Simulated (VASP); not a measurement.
A run of VASP 6.6.1:

Contents of INCAR:

```
ALGO     = Normal         # electronic algorithm
EDIFF    = 1E-7           # SCF threshold, eV
ENCUT    = 520            # plane-wave cutoff, eV
GGA      = PE             # functional
ISIF     = 2              # what is computed and relaxed
ISMEAR   = 0              # smearing method
ISPIN    = 2              # spin polarisation
LASPH    = T              # aspherical terms in the spheres
LCHARG   = T              # write CHGCAR
LELF     = T              # ELF
LMAXMIX  = 4              # l up to which the mixer works
LORBIT   = 11             # projections on sites
LREAL    = F              # projectors in reciprocal space
LVHAR    = T            
LWAVE    = F              # write WAVECAR
MAGMOM   = 1 0 0          # initial moments
NBANDS   = 20             # bands
NELM     = 150            # most SCF steps
PREC     = Accurate       # precision mode
SIGMA    = 0.013000000000000001 # smearing width, eV
```

KPOINTS

```
k-points
0
Gamma
  9 9 9
```

Contents of POSCAR:

```
Si2Ni
1.0
    0.0000000000      2.7030000000      2.7030000000
    2.7030000000      0.0000000000      2.7030000000
    2.7030000000      2.7030000000      0.0000000000
Ni Si
1 2
Direct
    0.0000000000      0.0000000000      0.0000000000
    0.7500000000      0.7500000000      0.7500000000
    0.2500000000      0.2500000000      0.2500000000
```

Potentials or basis: VASP PAW PBE potentials, release 64 (Ni, Si).

The run is started by

```bash
$ cat potpaw_PBE.64/Ni/POTCAR potpaw_PBE.64/Si/POTCAR > POTCAR
$ mpirun -np 1 vasp_std > vasp.out
```

Hardware: 1 thread of AMD EPYC 9R45 96-Core Processor (Zen 5) (shared host).

Problem. How long does it take, and how much memory?

Solution. It took 33 s on 1 thread of AMD EPYC 9R45 96-Core Processor (Zen 5), with other jobs on the host, peak memory 0.16 GiB. Counts: scf iterations 15, k points 35.
